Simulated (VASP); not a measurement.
# C (Fd-3m) in VASP: notebook

The runs below take C through single point, with PBEsol.

All numbers are computed with VASP 6.6.1; they aren't measurements. Logs are shortened: lines on timing, memory, paths and dates and some standing lists are left out, and cuts for length are marked.

## Step 1: The cell of the first run

The structure is cubic, space group Fd-3m (No. 227). The conventional cell has a = 3.567 Å, b = 3.567 Å, c = 3.567 Å, α = 90.00°, β = 90.00°, γ = 90.00°. C (site symmetry -43m) has 4 C at 1.54 Å within 2.1 Å.

## Step 2: Single point, PBEsol

Contents of INCAR:

```
SYSTEM = C
PREC = Accurate
ENCUT = 520
EDIFF = 1E-6
ISMEAR = 0
SIGMA = 0.01
LREAL = .FALSE.
LASPH = .TRUE.
NELM = 80
ALGO = Normal
ISIF = 2
LWAVE = .FALSE.
LCHARG = .FALSE.
GGA = PS
NBANDS = 11
```

Contents of KPOINTS:

```
regular mesh
0
G
  4 4 4
  0 0 0
```

Contents of POSCAR:

```
C
1.0
    0.0000000000      1.7833700000      1.7833700000
    1.7833700000      0.0000000000      1.7833700000
    1.7833700000      1.7833700000      0.0000000000
C
2
Direct
    0.0000000000      0.0000000000      0.0000000000
    0.2500000000      0.2500000000      0.2500000000
```

Potentials or basis: VASP PAW PBE potentials, release 64 (C).

Run with:

```sh
> cat potpaw_PBE.64/C/POTCAR > POTCAR
> mpirun -np 1 vasp_std > vasp.out
```

OUTCAR:

```text
SYSTEM = C
   PREC = Accurate
   ENCUT = 520
   EDIFF = 1E-6
   ISMEAR = 0
   LREAL = .FALSE.
   LASPH = .TRUE.
   NELM = 80
   ISIF = 2
   GGA = PS

 ion  position               nearest neighbor table
   1  0.000  0.000  0.000-   2 1.54   2 1.54   2 1.54   2 1.54
   2  0.250  0.250  0.250-   1 1.54   1 1.54   1 1.54   1 1.54

  LATTYP: Found a face centered cubic cell.
 ALAT       =     3.5667400000

  Lattice vectors:

 A1 = (   0.0000000000,   1.7833700000,   1.7833700000)
 A2 = (   1.7833700000,   0.0000000000,   1.7833700000)
 A3 = (   1.7833700000,   1.7833700000,   0.0000000000)

Analysis of symmetry for initial positions (statically):
=====================================================================
 Subroutine PRICEL returns:
 Original cell was already a primitive cell.

 Routine SETGRP: Setting up the symmetry group for a
 face centered cubic supercell.

 Subroutine GETGRP returns: Found 48 space group operations
 (whereof 24 operations were pure point group operations)
 out of a pool of 48 trial point group operations.

The static configuration has the point symmetry T_d .
 The point group associated with its full space group is O_h .

Analysis of symmetry for dynamics (positions and initial velocities):
=====================================================================
 Subroutine PRICEL returns:
 Original cell was already a primitive cell.

 Routine SETGRP: Setting up the symmetry group for a
 face centered cubic supercell.

 Subroutine GETGRP returns: Found 48 space group operations
 (whereof 24 operations were pure point group operations)
 out of a pool of 48 trial point group operations.

The dynamic configuration has the point symmetry T_d .
 The point group associated with its full space group is O_h .

 Subroutine INISYM returns: Found 48 space group operations
 (whereof 24 operations are pure point group operations),
 and found     1 'primitive' translations

----------------------------------------------------------------------------------------

                                     Primitive cell

  volume of cell :      11.3437

  direct lattice vectors                    reciprocal lattice vectors
     0.000000000  1.783370000  1.783370000    -0.280368067  0.280368067  0.280368067
     1.783370000  0.000000000  1.783370000     0.280368067 -0.280368067  0.280368067
     1.783370000  1.783370000  0.000000000     0.280368067  0.280368067 -0.280368067

[... 72 lines left out ...]
   ISIF   =      2    stress and relaxation
   ISYM   =      2    0-nonsym 1-usesym 2-fastsym
   POTIM  = 0.5000    time-step for ionic-motion
   TEBEG  =    0.0;   TEEND  =   0.0 temperature during run
   PSTRESS=    0.0 pullay stress
   NELECT =       8.0000    total number of electrons
   NUPDOWN=      -1.0000    fix difference up-down
   EMIN   =  10.00;   EMAX   =-10.00  energy-range for DOS
   EFERMI =   0.00;   METHOD = LEGACY
   ISMEAR =     0;   SIGMA  =   0.01  broadening in eV -4-tet -1-fermi 0-gaus
   EFERMI_NEDOS =   21; number of points for ismear=-14 and -15
   IALGO  =     38    algorithm
   IMIX   =      4    mixing-type and parameters
     AMIX     =   0.40;   BMIX     =  1.00
     AMIX_MAG =   1.60;   BMIX_MAG =  1.00
  volume/ion in A,a.u.               =       5.67        38.28
  Fermi-wavevector in a.u.,A,eV,Ry     =   1.457203  2.753714 28.891161  2.123440
  Thomas-Fermi vector in A             =   2.574032
   LORBIT       =      0    0 simple, 1 ext, 2 COOP (PROOUT), +10 PAW based schemes
   GGA     = PS    functional components
   LHFCALC =     F    Hartree Fock is set to
   AEXX    =    0.0000 exact exchange contribution
   IVDW    =     0    specifies the selected vdW correction
   LEPSILON=     F    determine dielectric tensor
   LRPA    =     F    only Hartree local field effects (RPA)
 non-spin polarized calculation
 Gauss-broadening in eV      SIGMA  =   0.01
  energy-cutoff  :      520.00
  volume of cell :       11.34
 maximum number of plane-waves:       308
 NGX is ok and might be reduce to    20
   NGX =  9   NGY =  9   NGZ =  9

 number of electron       7.9999999 magnetization

 Free energy of the ion-electron system (eV)
  ---------------------------------------------------
  ext. energy  EPLUGINS =         0.00000000
  ---------------------------------------------------
  free energy    TOTEN  =       -19.11192032 eV

  energy without entropy =      -19.11192032  energy(sigma->0) =      -19.11192032

 E-fermi :   9.8280     XC(G=0): -13.4218

 val. band max:        9.7430683399   @ k =   0.0000   0.0000   0.0000
 cond. band min:      14.0750842667   @ k =   0.2500   0.2500   0.0000
 fundamental gap:      4.3320159268
 Fermi energy:         9.8279781459

 k-point     1 :       0.0000    0.0000    0.0000
  band No.  band energies     occupation
      1     -11.7935      2.00000
      2       9.7431      2.00000
      3       9.7431      2.00000
      4       9.7431      2.00000
      5      15.2727      0.00000
      6      15.2727      0.00000
      7      15.2727      0.00000
      8      23.1102      0.00000
      9      28.6809      0.00000
     10      36.1851      0.00000
     11      36.1851      0.00000
[... 85 lines left out ...]
 k-point     8 :      -0.2500    0.5000    0.2500
  band No.  band energies     occupation
      1      -2.2205      2.00000
      2      -2.2205      2.00000
      3       1.3148      2.00000
      4       1.3148      2.00000
      5      20.1907      0.00000
      6      20.1907      0.00000
      7      22.0444      0.00000
      8      22.0444      0.00000
      9      30.9349      0.00000
     10      30.9349      0.00000
     11      39.9548      0.00000

------------------------ aborting loop because EDIFF is reached ----------------------------------------

  FORCE on cell =-STRESS in cart. coord.  units (eV):
  Direction    XX          YY          ZZ          XY          YZ          ZX
  --------------------------------------------------------------------------------------
  -------------------------------------------------------------------------------------
  Total       -0.1875623     -0.1875623     -0.1875623     -0.0000000     -0.0000000      0.0000000
  in kB      -26.4912101    -26.4912101    -26.4912101     -0.0000000     -0.0000000      0.0000000
  external PRESSURE =     -26.4912101 kB  Pullay stress =       0.0000000 kB

 VOLUME and BASIS-vectors are now :
 -----------------------------------------------------------------------------
  energy-cutoff  :      520.00
  volume of cell :       11.34
      direct lattice vectors                 reciprocal lattice vectors
     0.000000000  1.783370000  1.783370000    -0.280368067  0.280368067  0.280368067
     1.783370000  0.000000000  1.783370000     0.280368067 -0.280368067  0.280368067
     1.783370000  1.783370000  0.000000000     0.280368067  0.280368067 -0.280368067

 POSITION                                       TOTAL-FORCE (eV/Angst)
 -----------------------------------------------------------------------------------
      0.00000      0.00000      0.00000        -0.000000     -0.000000     -0.000000
      0.89168      0.89168      0.89168         0.000000      0.000000      0.000000
 -----------------------------------------------------------------------------------
    total drift:                                0.000000      0.000000      0.000000

  FREE ENERGIE OF THE ION-ELECTRON SYSTEM (eV)
  ---------------------------------------------------
  free  energy   TOTEN  =       -19.1119203166 eV

  energy  without entropy=      -19.1119203166  energy(sigma->0) =      -19.11192032
```

stdout:

```text
POSCAR found type information on POSCAR C
 POSCAR found :  1 types and       2 ions
 scaLAPACK will be used
 -----------------------------------------------------------------------------
|                                                                             |
|                                                                             |
|     You enforced a specific xc type in the INCAR file but a different       |
|     I HOPE YOU KNOW WHAT YOU ARE DOING!                                     |
|                                                                             |
 -----------------------------------------------------------------------------

 LDA part: xc-table for (Slater+PW92), standard interpolation
 POSCAR, INCAR and KPOINTS ok, starting setup
 FFT: planning ... GRIDC
 FFT: planning ... GRID_SOFT
 FFT: planning ... GRID
 WAVECAR not read
 entering main loop
```

Run time: 3.9 s. Hardware: 1 thread of AMD EPYC 7R13, shared host; peak memory 0.08 GiB.

Results:

| Property | Result |
| --- | --- |
| Free energy | -19.1119 eV |
| Pressure | -2.6 GPa |
| Band gap on the k mesh | 4.33 eV, indirect (least direct gap 5.53 eV) |

Caveat: the k points lie up to 0.76 Å⁻¹ apart; the PAW data sets were made with another functional, which shifts forces and pressure a little.

(Part 1 of 2 ends here.)
